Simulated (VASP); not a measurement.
# Zn in VASP: notebook, part 2 of 2

VASP 6.6.1. The steps go on from the part before.

### 3 Single point, PBE

This run uses another cell than the first one.

The input, INCAR:

```
ALGO = Normal
DIPOL = 0.5 0.5 0.500
EDIFF = 1E-6
ENCUT = 520
GGA = PE
IDIPOL = 3
ISIF = 2
ISMEAR = -1
LASPH = True
LCHARG = True
LDIPOL = True
LELF = True
LREAL = False
LVACPOTAV = True
LVHAR = True
LWAVE = False
NBANDS = 12
NELM = 60
PREC = Accurate
SIGMA = 0.08
```

The input, KPOINTS:

```
k-points
0
Gamma
  16 16 1
```

The input, POSCAR:

```
Zn
1.0
    2.6356265393      0.0000000000      0.0000000000
   -1.3178132696      2.2825195379      0.0000000000
    0.0000000000      0.0000000000     22.0000000000
Zn
1
Direct
    0.0000000000      0.0000000000      0.5000000000
```

Potentials or basis: VASP PAW PBE potentials, release 64 (Zn).

Started as:

```
cat potpaw_PBE.64/Zn/POTCAR > POTCAR
mpirun -np 1 vasp_std > vasp.out
```

OUTCAR:

```text
EDIFF = 1E-6
   ENCUT = 520
   GGA = PE
   ISIF = 2
   ISMEAR = -1
   LASPH = True
   LREAL = False
   NELM = 60
   PREC = Accurate

 ion  position               nearest neighbor table
   1  0.000  0.000  0.500-

  LATTYP: Found a hexagonal cell.
 ALAT       =     2.6356265393
 C/A-ratio  =     8.3471613569

  Lattice vectors:

 A1 = (   2.6356265393,   0.0000000000,   0.0000000000)
 A2 = (  -1.3178132696,   2.2825195379,   0.0000000000)
 A3 = (   0.0000000000,   0.0000000000,  22.0000000000)

Analysis of symmetry for initial positions (statically):
=====================================================================
 Subroutine PRICEL returns:
 Original cell was already a primitive cell.

 Routine SETGRP: Setting up the symmetry group for a
 hexagonal supercell.

 Subroutine GETGRP returns: Found 24 space group operations
 (whereof 24 operations were pure point group operations)
 out of a pool of 24 trial point group operations.

The static configuration has the point symmetry D_6h.

Analysis of symmetry for dynamics (positions and initial velocities):
=====================================================================
 Subroutine PRICEL returns:
 Original cell was already a primitive cell.

 Routine SETGRP: Setting up the symmetry group for a
 hexagonal supercell.

 Subroutine GETGRP returns: Found 24 space group operations
 (whereof 24 operations were pure point group operations)
 out of a pool of 24 trial point group operations.

The dynamic configuration has the point symmetry D_6h.

 Subroutine INISYM returns: Found 24 space group operations
 (whereof 24 operations are pure point group operations),
 and found     1 'primitive' translations

----------------------------------------------------------------------------------------

                                     Primitive cell

  volume of cell :     132.3491

  direct lattice vectors                    reciprocal lattice vectors
     2.635626539  0.000000000  0.000000000     0.379416425  0.219056175  0.000000000
    -1.317813270  2.282519538  0.000000000     0.000000000  0.438112351  0.000000000
     0.000000000  0.000000000 22.000000000     0.000000000  0.000000000  0.045454545

  length of vectors
     2.635626539  2.635626539 22.000000000     0.438112351  0.438112351  0.045454545

  position of ions in fractional coordinates (direct lattice)
     0.000000000  0.000000000  0.500000000

  ion indices of the primitive-cell ions
   primitive index   ion index
                 1           1

----------------------------------------------------------------------------------------

 KPOINTS: k-points

Automatic generation of k-mesh.
 Grid dimensions read from file:
 generate k-points for:   16   16    1

 Generating k-lattice:

  Cartesian coordinates                     Fractional coordinates (reciprocal lattice)
     0.023713527  0.013691011  0.000000000     0.062500000  0.000000000  0.000000000
     0.000000000  0.027382022  0.000000000     0.000000000  0.062500000  0.000000000
     0.000000000  0.000000000  0.045454545     0.000000000  0.000000000  1.000000000

  Length of vectors
     0.027382022  0.027382022  0.045454545

  Shift w.r.t. Gamma in fractional coordinates (k-lattice)
     0.000000000  0.000000000  0.000000000

 Subroutine IBZKPT returns following result:
 ===========================================

[... 34 lines left out ...]
   ions per type =               1
   NGX,Y,Z   is equivalent  to a cutoff of  12.62, 12.62, 12.70 a.u.
   NGXF,Y,Z  is equivalent  to a cutoff of  25.23, 25.23, 25.39 a.u.
 SYSTEM =  unknown system
   PREC   = accura    normal or accurate (medium, high low for compatibility)
   ISTART =      0    job   : 0-new  1-cont  2-samecut
   ICHARG =      2    charge: 1-file 2-atom 10-const
   ISPIN  =      1    spin polarized calculation?
   LNONCOLLINEAR =      F non collinear calculations
   LSORBIT =      F    spin-orbit coupling
   LASPH  =      T    aspherical Exc in radial PAW
   ENCUT  =  520.0 eV  38.22 Ry    6.18 a.u.   4.90  4.90 40.91*2*pi/ulx,y,z
   NELM   =     60;   NELMIN=  2; NELMDL= -5     # of ELM steps
   EDIFF  = 0.1E-05   stopping-criterion for ELM
   LREAL  =      F    real-space projection
   EDIFFG = 0.1E-04   stopping-criterion for IOM
   NSW    =      0    number of steps for IOM
   IBRION =     -1    ionic relax: 0-MD 1-quasi-New 2-CG
   NFREE  =      0    steps in history (QN), initial steepest desc. (CG)
   ISIF   =      2    stress and relaxation
   ISYM   =      2    0-nonsym 1-usesym 2-fastsym
   POTIM  = 0.5000    time-step for ionic-motion
   TEBEG  =    0.0;   TEEND  =   0.0 temperature during run
   PSTRESS=    0.0 pullay stress
   NELECT =      12.0000    total number of electrons
   NUPDOWN=      -1.0000    fix difference up-down
   EMIN   =  10.00;   EMAX   =-10.00  energy-range for DOS
   EFERMI =   0.00;   METHOD = LEGACY
   ISMEAR =    -1;   SIGMA  =   0.08  broadening in eV -4-tet -1-fermi 0-gaus
   EFERMI_NEDOS =   21; number of points for ismear=-14 and -15
   IALGO  =     38    algorithm
   IMIX   =      4    mixing-type and parameters
     AMIX     =   0.40;   BMIX     =  1.00
     AMIX_MAG =   1.60;   BMIX_MAG =  1.00
  volume/ion in A,a.u.               =     132.35       893.14
  Fermi-wavevector in a.u.,A,eV,Ry     =   0.735464  1.389826  7.359495  0.540908
  Thomas-Fermi vector in A             =   1.828667
   LORBIT       =      0    0 simple, 1 ext, 2 COOP (PROOUT), +10 PAW based schemes
   GGA     = PE    functional components
   LHFCALC =     F    Hartree Fock is set to
   AEXX    =    0.0000 exact exchange contribution
   IVDW    =     0    specifies the selected vdW correction
   LEPSILON=     F    determine dielectric tensor
   LRPA    =     F    only Hartree local field effects (RPA)
 non-spin polarized calculation
  energy-cutoff  :      520.00
  volume of cell :      132.35
 maximum number of plane-waves:      3623
 NGX is ok and might be reduce to    20
   NGX =  9   NGY =  9   NGZ = 81

 dipolmoment           0.000000      0.000000     -0.000000 electrons x Angstroem

 number of electron      11.9999991 magnetization

 dipolmoment           0.000000      0.000000      0.000000 electrons x Angstroem

 Free energy of the ion-electron system (eV)
  ---------------------------------------------------
  ext. energy  EPLUGINS =         0.00000000
  ---------------------------------------------------
  free energy    TOTEN  =        -0.77178279 eV

  energy without entropy =       -0.75511576  energy(sigma->0) =       -0.76344928

 E-fermi :  -3.1740     XC(G=0):  -2.1093

 val. band max:       -3.2582324737   @ k =   0.4375   0.1250   0.0000
 cond. band min:      -3.1574148076   @ k =   0.3750   0.1875   0.0000
 fundamental gap:      0.1008176661
 Fermi energy:        -3.1740343075

 k-point     1 :       0.0000    0.0000    0.0000
  band No.  band energies     occupation
      1     -11.6619      2.00000
      2     -10.4604      2.00000
      3     -10.4604      2.00000
      4     -10.0135      2.00000
      5     -10.0135      2.00000
      6      -9.7949      2.00000
      7      -4.0453      1.99996
      8       0.0521      0.00000
      9       0.7135      0.00000
     10       0.9732      0.00000
     11       1.9183      0.00000
     12       2.1577      0.00000
[... 331 lines left out ...]
 k-point    24 :       0.2500    0.1875    0.0000
  band No.  band energies     occupation
      1     -10.7523      2.00000
      2     -10.5572      2.00000
      3     -10.4173      2.00000
      4     -10.2070      2.00000
      5      -9.9705      2.00000
      6      -6.1581      2.00000
      7       0.4881      0.00000
      8       3.3031      0.00000
      9       4.2097      0.00000
     10       4.9035      0.00000
     11       5.0865      0.00000
     12       5.2721      0.00000

 [... further k-points ...]

------------------------ aborting loop because EDIFF is reached ----------------------------------------

  FORCE on cell =-STRESS in cart. coord.  units (eV):
  Direction    XX          YY          ZZ          XY          YZ          ZX
  --------------------------------------------------------------------------------------
  -------------------------------------------------------------------------------------
  Total       -0.6897844     -0.6897844      0.0006052     -0.0000000      0.0000000      0.0000000
  in kB       -8.3503159     -8.3503159      0.0073259     -0.0000000      0.0000000      0.0000000
  external PRESSURE =      -5.5644353 kB  Pullay stress =       0.0000000 kB

 VOLUME and BASIS-vectors are now :
 -----------------------------------------------------------------------------
  energy-cutoff  :      520.00
  volume of cell :      132.35
      direct lattice vectors                 reciprocal lattice vectors
     2.635626539  0.000000000  0.000000000     0.379416425  0.219056175  0.000000000
    -1.317813270  2.282519538  0.000000000     0.000000000  0.438112351  0.000000000
     0.000000000  0.000000000 22.000000000     0.000000000  0.000000000  0.045454545

 POSITION                                       TOTAL-FORCE (eV/Angst)
 -----------------------------------------------------------------------------------
      0.00000      0.00000     11.00000         0.000000      0.000000      0.000000
 -----------------------------------------------------------------------------------
    total drift:                               -0.000000     -0.000000      0.000000

  FREE ENERGIE OF THE ION-ELECTRON SYSTEM (eV)
  ---------------------------------------------------
  free  energy   TOTEN  =        -0.7717827929 eV

  energy  without entropy=       -0.7551157609  energy(sigma->0) =       -0.76344928

 vacuum level on the upper side and lower side of the slab         0.829         0.829
```

stdout:

```text
POSCAR found type information on POSCAR Zn
 POSCAR found :  1 types and       1 ions
 scaLAPACK will be used
 LDA part: xc-table for (Slater+PW92), standard interpolation
 POSCAR, INCAR and KPOINTS ok, starting setup
 FFT: planning ... GRIDC
 FFT: planning ... GRID_SOFT
 FFT: planning ... GRID
 WAVECAR not read
 entering main loop
 -----------------------------------------------------------------------------
|                                                                             |
|           W    W    AA    RRRRR   N    N  II  N    N   GGGG   !!!           |
|           W    W   A  A   R    R  NN   N  II  NN   N  G    G  !!!           |
|           W    W  A    A  R    R  N N  N  II  N N  N  G       !!!           |
|           W WW W  AAAAAA  RRRRR   N  N N  II  N  N N  G  GGG   !            |
|           WW  WW  A    A  R   R   N   NN  II  N   NN  G    G                |
|           W    W  A    A  R    R  N    N  II  N    N   GGGG   !!!           |
|                                                                             |
|     Did not find any points to average over, which means that no vacuum     |
|     field-free region was found. Please increase the size of  your cell     |
|     in the dimension of the dipole correction to obtain accurate            |
|     workfunction values.                                                    |
|                                                                             |
 -----------------------------------------------------------------------------
```

Run time: 49 s. Hardware: 1 thread of Intel Xeon Platinum 8488C (Sapphire Rapids), shared host; peak memory 0.25 GiB.

Results:

| Quantity | Value |
| --- | --- |
| Free energy | -0.7718 eV |
| Band gap on the k mesh | zero (bands 6 and 7 overlap by 2.43 eV) |

### 4 Single point, PBE

This run uses another cell than the first one.

The input, INCAR:

```
SYSTEM = Zn
PREC = Accurate
ENCUT = 520
EDIFF = 1E-6
ISMEAR = -1
SIGMA = 0.08
LREAL = .False.
LASPH = .True.
NELM = 60
ALGO = Normal
ISIF = 2
LWAVE = .False.
LCHARG = .False.
LDIPOL = .True.
IDIPOL = 3
DIPOL = 0.5 0.5 0.500
GGA = PE
NBANDS = 12
```

The input, KPOINTS:

```
Automatic mesh
0
Gamma
  16 16 1
  0 0 0
```

POSCAR is that of step 3.

Started as:

```
cat potpaw_PBE.64/Zn/POTCAR > POTCAR
mpirun -np 1 vasp_std > vasp.out
```

It took 48 s on 1 thread of Intel Xeon Platinum 8488C (Sapphire Rapids), shared host; peak memory 0.24 GiB.

The run converged. Its results:

```yaml
Free_energy: -0.7718 eV
Band_gap_on_the_k_mesh: zero (bands 6 and 7 overlap by 2.43 eV)
```

Levels at points of the mesh, in eV from the Fermi level:
| k point | band 3 | band 4 | band 5 | band 6 | band 7 | band 8 | band 9 | band 10 |
| --- | --- | --- | --- | --- | --- | --- | --- | --- |
| (0.00, 0.00, 0.00) | -7.29 | -6.84 | -6.84 | -6.62 | -0.87 | 3.23 | 3.89 | 4.15 |
| (0.50, 0.00, 0.00) | -6.96 | -6.94 | -6.50 | -0.61 | 1.12 | 5.80 | 7.96 | 10.25 |

The gap in the log of VASP goes by the Fermi energy; the results here count the filled bands.